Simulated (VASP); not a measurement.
Wanted: the native input for a VASP 6.6.1 run.

```yaml
Task: relaxation of shape and atoms at fixed volume
Functional: PBE
Potentials_or_basis: VASP PAW PBE potentials, release 64 (Ti_sv, B)
Cutoff: 600 eV
k_mesh: 18 × 18 × 14
Occupations: gaussian, width 0.1 eV
Spin: no spin polarisation
Dipole_correction: no
Further_INCAR_settings: ALGO = Normal; EDIFF = 1e-06; IBRION = 2; EDIFFG = -0.01; NSW = 50; ISIF = 4
```

The structure of TiB2 lies in POSCAR:

```
TiB2
1.0
    2.9740236358      0.0000000000      0.0000000000
   -1.4870118179      2.5755800200      0.0000000000
    0.0000000000      0.0000000000      3.1496878671
Ti B
1 2
Direct
    0.0000000000      0.0000000000      0.0000000000
    0.3333333333      0.6666666667      0.5000000000
    0.6666666667      0.3333333333      0.5000000000
```

The input as run:

INCAR

```
  ALGO = Normal
  EDIFF = 1E-6
  EDIFFG = -0.01
  ENCUT = 600
  GGA = PE
  IBRION = 2
  ISIF = 4
  ISMEAR = 0
  LASPH = T
  LCHARG = F
  LREAL = F
  LWAVE = F
  NELM = 60
  NSW = 50
  PREC = Accurate
  SIGMA = 0.1
```

KPOINTS

```
k-points
0
Gamma
  18 18 14
```

Potentials or basis: VASP PAW PBE potentials, release 64 (Ti_sv, B).

Command:

```bash
$ cat potpaw_PBE.64/Ti_sv/POTCAR potpaw_PBE.64/B/POTCAR > POTCAR
$ mpirun -np 1 vasp_std > vasp.out
```

It gave:

The energy gained by relaxing is 0.1 meV/atom, the ionic steps are 2 and the pressure after relaxing is 17.7 GPa. The band gap on the k mesh is zero (bands 9 and 10 overlap by 0.66 eV).

Run time: 80 s on 1 thread of Intel(R) Xeon(R) Platinum 8488C (Sapphire Rapids), with other jobs on the host, peak memory 0.25 GiB.
